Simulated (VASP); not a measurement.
Ta2N, 3 atoms in the cell. Symmetry: P-3m1, No. 164, trigonal system. Conventional cell: a = 3.062 Å, b = 3.062 Å, c = 4.935 Å, α = 90.00°, β = 90.00°, γ = 120.00°. Within 2.9 Å of Ta (site symmetry 3m) lie 3 N at 2.17 Å. N (site symmetry -3m) has 6 Ta at 2.17 Å within 2.9 Å. 

* Program: VASP 6.6.1
* Task: single point
* Functional: r2SCAN
* Potentials or basis: VASP PAW PBE potentials, release 64 (Ta_sv_GW, N)
* Cutoff: 660 eV
* k mesh: 6 × 6 × 4
* Occupations: gaussian, width 0.1 eV
* Spin: no spin polarisation
* Dipole correction: no
* Second run: valence_matched
* Further INCAR settings: ALGO = Normal; EDIFF = 1e-06; NBANDS = 22

Potentials or basis: VASP PAW PBE potentials, release 64 (Ta_sv_GW, N).

The run is started by

```sh
$ cat potpaw_PBE.64/Ta_sv_GW/POTCAR potpaw_PBE.64/N/POTCAR > POTCAR
$ cp INCAR.step1 INCAR
$ mpirun -np 1 vasp_std > vasp.out
$ cp INCAR.step2 INCAR
$ mpirun -np 1 vasp_std > vasp.out
```

Hardware: 1 thread of Intel(R) Xeon(R) Platinum 8259CL CPU @ 2.50GHz (Skylake/Cascade Lake), on a shared host.

Question: How long does it take, and how much memory?

Answer: It took 2.7 min on 1 thread of Intel(R) Xeon(R) Platinum 8259CL CPU @ 2.50GHz (Skylake/Cascade Lake), with other jobs on the host, peak memory 0.2 GiB. Counts: k points 24.
